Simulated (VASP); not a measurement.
A run of VASP 6.6.1 is set up as follows.

Contents of INCAR:

```
SYSTEM = C3N4
PREC     = Accurate       ! precision mode
ENCUT    = 600            ! plane-wave cutoff, eV
EDIFF    = 1E-6           ! SCF threshold, eV
ISMEAR   = 0              ! smearing method
SIGMA    = 0.01           ! smearing width, eV
LREAL    = .FALSE.        ! projectors in reciprocal space
LASPH    = .TRUE.         ! aspherical terms in the spheres
NELM     = 120            ! most SCF steps
ALGO     = Normal         ! electronic algorithm
ISIF     = 2              ! what is computed and relaxed
LWAVE    = .FALSE.        ! write WAVECAR
LCHARG   = .FALSE.        ! write CHGCAR
GGA      = PS             ! functional
NBANDS   = 45             ! bands
GGA_COMPAT= .FALSE.
```

File KPOINTS:

```
Automatic mesh
0
G
  6 6 6
  0 0 0
```

POSCAR

```
C3N4
1.0
    7.1416497200      0.0000000000      0.0000000000
   -3.5708248600      6.1848500800      0.0000000000
    0.0000000000      0.0000000000      3.6194170000
C N
6 8
Direct
    0.7861746700      0.2138253300      0.0000000000
    0.4276506700      0.2138253300      0.0000000000
    0.7861746700      0.5723493300      0.0000000000
    0.7740506700      0.8870253300      0.0000000000
    0.1129746700      0.2259493300      0.0000000000
    0.1129746700      0.8870253300      0.0000000000
    0.6666666700      0.3333333300      0.0000000000
    0.6701426700      0.9980643300      0.0000000000
    0.3279216700      0.3298573300      0.0000000000
    0.0019356700      0.6720783300      0.0000000000
    0.6701426700      0.6720783300      0.0000000000
    0.0019356700      0.3298573300      0.0000000000
    0.3279216700      0.9980643300      0.0000000000
    0.0000000000      0.0000000000      0.0000000000
```

Potentials or basis: VASP PAW PBE potentials, release 64 (C, N).

Run with:

```bash
$ cat potpaw_PBE.64/C/POTCAR potpaw_PBE.64/N/POTCAR > POTCAR
$ mpirun -np 1 vasp_std > vasp.out
```

Problem. Predict the largest force.

Solution. 0.249 eV/Å.

Problem. Estimate the pressure.

Solution. -2.8 GPa.

Stress tensor (GPa, compression positive):
```
-4.57  0.00  0.00
 0.00 -4.57  0.00
 0.00  0.00  0.74
```

Caveat: the stress differs along the axes, from -5 to 1 GPa; the PAW data sets were made with another functional, which shifts forces and pressure a little; this functional lacks dispersion, which binds layers or chains, so the pressure and a relaxed spacing across them are unreliable.
